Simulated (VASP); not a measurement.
# Si6O10F (a cell with a defect) in VASP: further runs, part 2 of 2

VASP 6.6.1.

**3. Single point, PBE+D3(BJ)**

Input file INCAR:

```
SYSTEM = Si6O10F
ALGO = Normal
EDIFF = 1E-6
ENCUT = 520
GGA = PE
ISIF = 2
ISMEAR = -1
IVDW = 12
LASPH = .True.
LCHARG = .False.
LREAL = Auto
LWAVE = .False.
NBANDS = 60
NELECT = 90.0
NELM = 60
PREC = Accurate
SIGMA = 0.02
```

Input file KPOINTS:

```
k-points
0
Gamma
  2 2 2
  0 0 0
```

Input file POSCAR:

```
Si6O10F
1.0
    7.3005510000      0.0000000000      0.0000000000
   -3.6502750000      6.3224620000      0.0000000000
    0.0000000000      0.0000000000      7.0051240000
Si O F
6 10 1
Direct
    0.5313986529      0.7682665030      0.4227773647
    0.4849411822      0.2332926687      0.9195671132
    0.1672933873      0.4587855620      0.7227894456
    0.7951377716      0.2447156398      0.5882260936
    0.7726226587      0.5381872983      0.2576697943
    0.2311882637      0.7623480963      0.0799651098
    0.5967307385      0.3872309129      0.0975381846
    0.0012533363      0.7027146884      0.1650212198
    0.8133144121      0.3897400248      0.4068853579
    0.6776396340      0.6681205164      0.3663179673
    0.6554849287      0.2712523242      0.7562855096
    0.1879774836      0.5748295165      0.9234540739
    0.3288354833     -0.0113025945     -0.0320668649
    0.4035669854      0.7865394490      0.2397941827
    0.3483275941      0.6061058362      0.5743517267
    0.6873290573     -0.0025211089      0.5259913947
    0.3169577503      0.3045920569      0.8187653466
```

Potentials or basis: VASP PAW PBE potentials, release 64 (Si, O, F).

The run is started by

```bash
> cat potpaw_PBE.64/Si/POTCAR potpaw_PBE.64/O/POTCAR potpaw_PBE.64/F/POTCAR > POTCAR
> mpirun -np 1 vasp_std > vasp.out
```

OUTCAR:

```text
SYSTEM = Si6O10F
   EDIFF = 1E-6
   ENCUT = 520
   GGA = PE
   ISIF = 2
   ISMEAR = -1
   IVDW = 12
   LASPH = .True.
   LREAL = Auto
   NELECT = 90.0
   NELM = 60
   PREC = Accurate
 IVDW          = 12

 ion  position               nearest neighbor table
   1  0.531  0.768  0.423-  10 1.62  14 1.63  16 1.65  15 1.65
   2  0.485  0.233  0.920-   7 1.60  13 1.60  11 1.61  17 1.71
   3  0.167  0.459  0.723-  15 1.60  12 1.61  17 2.04   4 2.54
   4  0.795  0.245  0.588-   9 1.62  16 1.63  11 1.63   3 2.54
   5  0.773  0.538  0.258-  10 1.62   8 1.63   9 1.64   7 1.65
   6  0.231  0.762  0.080-   8 1.62  14 1.63  13 1.64  12 1.66
   7  0.597  0.387  0.098-   2 1.60   5 1.65
   8  0.001  0.703  0.165-   6 1.62   5 1.63
   9  0.813  0.390  0.407-   4 1.62   5 1.64
  10  0.678  0.668  0.366-   1 1.62   5 1.62
  11  0.655  0.271  0.756-   2 1.61   4 1.63
  12  0.188  0.575  0.923-   3 1.61   6 1.66
  13  0.329  0.989  0.968-   2 1.60   6 1.64
  14  0.404  0.787  0.240-   6 1.63   1 1.63
  15  0.348  0.606  0.574-   3 1.60   1 1.65
  16  0.687  0.997  0.526-   4 1.63   1 1.65
  17  0.317  0.305  0.819-   2 1.71   3 2.04

  LATTYP: Found a hexagonal cell.
 ALAT       =     7.3005510000
 C/A-ratio  =     0.9595336023

  Lattice vectors:

 A1 = (   7.3005510000,   0.0000000000,   0.0000000000)
 A2 = (  -3.6502750000,   6.3224620000,   0.0000000000)
 A3 = (   0.0000000000,   0.0000000000,   7.0051240000)

Analysis of symmetry for initial positions (statically):
=====================================================================
 Subroutine PRICEL returns:
 Original cell was already a primitive cell.

 Routine SETGRP: Setting up the symmetry group for a
 hexagonal supercell.

 Subroutine GETGRP returns: Found  1 space group operations
 (whereof  1 operations were pure point group operations)
 out of a pool of 24 trial point group operations.

The static configuration has the point symmetry C_1 .

[... 147 lines left out ...]
  Fermi-wavevector in a.u.,A,eV,Ry     =   1.068898  2.019925 15.545253  1.142544
  Thomas-Fermi vector in A             =   2.204561
   LORBIT       =      0    0 simple, 1 ext, 2 COOP (PROOUT), +10 PAW based schemes
   GGA     = PE    functional components
   LHFCALC =     F    Hartree Fock is set to
   AEXX    =    0.0000 exact exchange contribution
   IVDW    =    12    specifies the selected vdW correction
   LEPSILON=     F    determine dielectric tensor
   LRPA    =     F    only Hartree local field effects (RPA)
 non-spin polarized calculation
  energy-cutoff  :      520.00
  volume of cell :      323.34
 maximum number of plane-waves:      8774
   NGX = 27   NGY = 27   NGZ = 27

 number of electron      89.9999999 magnetization

 Free energy of the ion-electron system (eV)
  ---------------------------------------------------
  ext. energy  EPLUGINS =         0.00000000
  ---------------------------------------------------
  free energy    TOTEN  =      -129.32493544 eV

  energy without entropy =     -129.32493544  energy(sigma->0) =     -129.32493544

 E-fermi :  -1.1209     XC(G=0):  -7.0153

 val. band max:       -1.6418641874   @ k =   0.5000   0.0000   0.0000
 cond. band min:       2.9430032724   @ k =   0.5000   0.0000   0.0000
 fundamental gap:      4.5848674598
 Fermi energy:        -1.1209371884

 k-point     1 :       0.0000    0.0000    0.0000
  band No.  band energies     occupation
      1     -25.2645      2.00000
      2     -20.5717      2.00000
      3     -20.0460      2.00000
      4     -19.8609      2.00000
      5     -19.6249      2.00000
      6     -19.3702      2.00000
[... 469 lines left out ...]
     56       7.8171      0.00000
     57       8.1589      0.00000
 [bands above 57 left out]

------------------------ aborting loop because EDIFF is reached ----------------------------------------

 Edisp (eV)   -1.61228

 E8    (eV) :    -0.5454

  FORCE on cell =-STRESS in cart. coord.  units (eV):
  Direction    XX          YY          ZZ          XY          YZ          ZX
  --------------------------------------------------------------------------------------
  -------------------------------------------------------------------------------------
  Total     -16.01712   -14.86102   -11.94480    -2.98796    -2.48276    -3.48472
  in kB     -79.36653   -73.63790   -59.18773   -14.80564   -12.30233   -17.26715
  external pressure =      -70.73 kB  Pullay stress =        0.00 kB

 VOLUME and BASIS-vectors are now :
 -----------------------------------------------------------------------------
  energy-cutoff  :      520.00
  volume of cell :      323.34
      direct lattice vectors                 reciprocal lattice vectors
     7.300551000  0.000000000  0.000000000     0.136975962  0.079083106  0.000000000
    -3.650275000  6.322462000  0.000000000     0.000000000  0.158166233  0.000000000
     0.000000000  0.000000000  7.005124000     0.000000000  0.000000000  0.142752648

 POSITION                                       TOTAL-FORCE (eV/Angst)
 -----------------------------------------------------------------------------------
      1.07512      4.85734      2.96161         0.013372     -0.007441      0.021317
      2.68876      1.47498      6.44168         0.036333     -0.015749      0.016480
     -0.45336      2.90065      5.06323        -0.018708     -0.051804     -0.007644
      4.91166      1.54721      4.12060         0.031330      0.011356      0.025612
      3.67604      3.40267      1.80501        -0.015570      0.004941      0.002758
     -1.09498      4.81992      0.56017         0.003381      0.004717     -0.021588
[... 9 lines left out ...]
      1.37681      6.30652      3.68463        -0.007111     -0.009934     -0.010519
      1.20212      1.92577      5.73555        -0.053264      0.019372     -0.022156
 -----------------------------------------------------------------------------------
    total drift:                               -0.010199      0.009115     -0.003207

  FREE ENERGIE OF THE ION-ELECTRON SYSTEM (eV)
  ---------------------------------------------------
  free  energy   TOTEN  =      -130.9372191190 eV

  energy  without entropy=     -130.9372191190  energy(sigma->0) =     -130.93721912
```

stdout:

```text
POSCAR found type information on POSCAR SiO F
 POSCAR found :  3 types and      17 ions
 scaLAPACK will be used
 LDA part: xc-table for (Slater+PW92), standard interpolation
 POSCAR, INCAR and KPOINTS ok, starting setup
 FFT: planning ... GRIDC
 FFT: planning ... GRID_SOFT
 FFT: planning ... GRID
 WAVECAR not read
 entering main loop
 the old and the new charge density differ
 old charge density:    91.00000 new   90.00000
    0.326E+01
```

Run time: 2.6 min. Hardware: 1 thread of Intel Xeon Platinum 8488C (Sapphire Rapids), shared host; peak memory 0.41 GiB.

What came out:

```yaml
Free_energy: -130.9372 eV
Largest_force: 0.061 eV/Å
Dispersion_energy_per_atom: -0.095 eV
```

Forces on the atoms (eV/Å):
```
Si   0.013 -0.007  0.021
Si   0.036 -0.016  0.016
Si  -0.019 -0.052 -0.008
Si   0.031  0.011  0.026
Si  -0.016  0.005  0.003
Si   0.003  0.005 -0.022
O    0.011  0.014  0.009
O    0.000 -0.011  0.005
O   -0.002  0.006 -0.006
O   -0.007 -0.006 -0.007
O    0.009 -0.009 -0.011
O   -0.018  0.022  0.027
O    0.002 -0.003  0.003
O   -0.004 -0.002  0.008
O    0.020  0.032 -0.032
O   -0.007 -0.010 -0.011
F   -0.053  0.019 -0.022
```

Caveat: the k points lie up to 0.50 Å⁻¹ apart; the cell carries a net charge on a neutralising background, which shifts energy and pressure; the cell is charged against a uniform background, so pressure and absolute levels hang on convention.
